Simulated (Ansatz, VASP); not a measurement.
**Sb3S2 in VASP and in Ansatz**

INCAR

```
PREC     = Accurate       # precision mode
ENCUT    = 600            # plane-wave cutoff, eV
EDIFF    = 1E-6           # SCF threshold, eV
ISMEAR   = 0              # smearing method
SIGMA    = 0.1            # smearing width, eV
LREAL    = F              # projectors in reciprocal space
LASPH    = T              # aspherical terms in the spheres
NELM     = 80             # most SCF steps
ALGO     = Normal         # electronic algorithm
ISIF     = 3              # what is computed and relaxed
LWAVE    = F              # write WAVECAR
LCHARG   = F              # write CHGCAR
GGA      = PE             # functional
IBRION   = 2              # ionic algorithm
NSW      = 90             # ionic steps
EDIFFG   = -0.04          # ionic threshold
```

KPOINTS

```
Automatic mesh
0
Gamma
  4 4 4
```

POSCAR

```
Sb3S2
1.0
    5.2522495700      0.0000000000      0.0000000000
    0.0000000000      5.2522495700      0.0000000000
    0.0000000000      0.0000000000      5.1782972100
Sb S
3 2
Direct
    0.5000000000      0.0000000000      0.5000000000
    0.0000000000      0.5000000000      0.5000000000
    0.0000000000      0.0000000000      0.5000000000
    0.5000000000      0.5000000000      0.2328696800
    0.5000000000      0.5000000000      0.7671303200
```

Input for Ansatz:

```yaml
crystal:
  lattice:
    - [5.25224957, 0.0, 0.0]
    - [0.0, 5.25224957, 0.0]
    - [0.0, 0.0, 5.17829721]
  atoms:
    - { symbol: Sb, position: [0.5, 0.0, 0.5] }
    - { symbol: Sb, position: [0.0, 0.5, 0.5] }
    - { symbol: Sb, position: [0.0, 0.0, 0.5] }
    - { symbol: S, position: [0.5, 0.5, 0.23286968] }
    - { symbol: S, position: [0.5, 0.5, 0.76713032] }
basis:
  ecutwfc: 420
kpoints:
  mp_grid: { grid: [4, 4, 4] }
hamiltonian:
  xc: pbe
scf:
  occupations: { method: gaussian, width: 0.1 }
  lower_state_search: "off"
output:
  forces: true
  stress: true
  eigenvalues: true
relax:
  adjacent_minimum: "off"
  f_tol: 0.04
  max_steps: 70
  cell: { stress_tol: 0.4 }
```

Alike in both runs: task relaxation of cell and atoms; functional PBE; k mesh 4 × 4 × 4; occupations gaussian, width 0.1 eV; no spin polarisation.

```csv
,VASP,Ansatz
version,VASP 6.6.1,Ansatz 0.2.0
potentials or method,"VASP PAW PBE potentials, release 64 (Sb, S), cutoff 600 eV","scalar-relativistic, plane waves, PAW"
valence electrons in the cell,27,57
```

```csv
,VASP,Ansatz,Ansatz less VASP
"gap on the k mesh at the Fermi level, each at its own relaxed structure (eV)",none,none,-
relaxed volume (Å³/atom),31.58,31.64,+0.057
relaxed cell length with the largest relative difference (Å),4.937,4.940,+0.0034
```

A gap of «none» marks a metal or a gap that the smearing closes. VASP's potentials hold 27 valence electrons a cell and Ansatz's 57, so a difference there can come from the potentials and not from the codes.

Spin-orbit coupling is off throughout.
